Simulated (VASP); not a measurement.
Wanted: the native input for a VASP 6.6.1 run.

```
Task                   : single point
Functional             : PBE
Dispersion             : D3(BJ)
Potentials or basis    : VASP PAW PBE potentials, release 64 (Pb_d, O)
Cutoff                 : 600 eV
k mesh                 : 8 × 8 × 6
Occupations            : gaussian, width 0.02 eV
Spin                   : no spin polarisation
Dipole correction      : no
Further INCAR settings : ALGO = Normal; EDIFF = 1e-06; NBANDS = 28
```

The structure of PbO lies in POSCAR:

```
PbO
1.0
    3.9936100193      0.0000000000      0.0000000000
    0.0000000000      4.0440343882      0.0000000000
    0.0000000000      0.0000000000      5.0074785208
Pb O
2 2
Direct
    0.0000000000      0.5000000000      0.2377044693
    0.5000000000      0.0000000000      0.7622955307
    0.0000000000      0.0000000000      0.0000000000
    0.5000000000      0.5000000000      0.0000000000
```

This cell differs from its parent crystal: uniaxial strain along a: -1.0 %.

One way to write it, as run:

INCAR

```
PREC     = Accurate       # precision mode
ENCUT    = 600            # plane-wave cutoff, eV
EDIFF    = 1E-6           # SCF threshold, eV
ISMEAR   = 0              # smearing method
SIGMA    = 0.02           # smearing width, eV
LREAL    = F              # projectors in reciprocal space
LASPH    = T              # aspherical terms in the spheres
NELM     = 120            # most SCF steps
ALGO     = Normal         # electronic algorithm
ISIF     = 2              # what is computed and relaxed
LWAVE    = F              # write WAVECAR
LCHARG   = F              # write CHGCAR
GGA      = PE             # functional
IVDW     = 12             # dispersion correction
NBANDS   = 28             # bands
GGA_COMPAT= F
```

KPOINTS

```
Automatic mesh
0
Gamma
  8 8 6
```

Potentials or basis: VASP PAW PBE potentials, release 64 (Pb_d, O).

Launch:

```sh
$ cat potpaw_PBE.64/Pb_d/POTCAR potpaw_PBE.64/O/POTCAR > POTCAR
$ mpirun -np 1 vasp_std > vasp.out
```

Results of the run:

```
Pressure                   : 0.5 GPa
Largest force              : 0.094 eV/Å
Band gap on the k mesh     : 1.25 eV (least direct gap 2.19 eV)
Dispersion energy per atom : -0.235 eV
```

Caveat: the cell differs from its parent crystal (uniaxial strain along a: -1.0 %); spin-orbit coupling is left out, which moves the levels of the heavy elements.

It took 4.1 min on 1 thread of Oxide Virtual Turin-like Processor, on a shared host, peak memory 0.33 GiB.
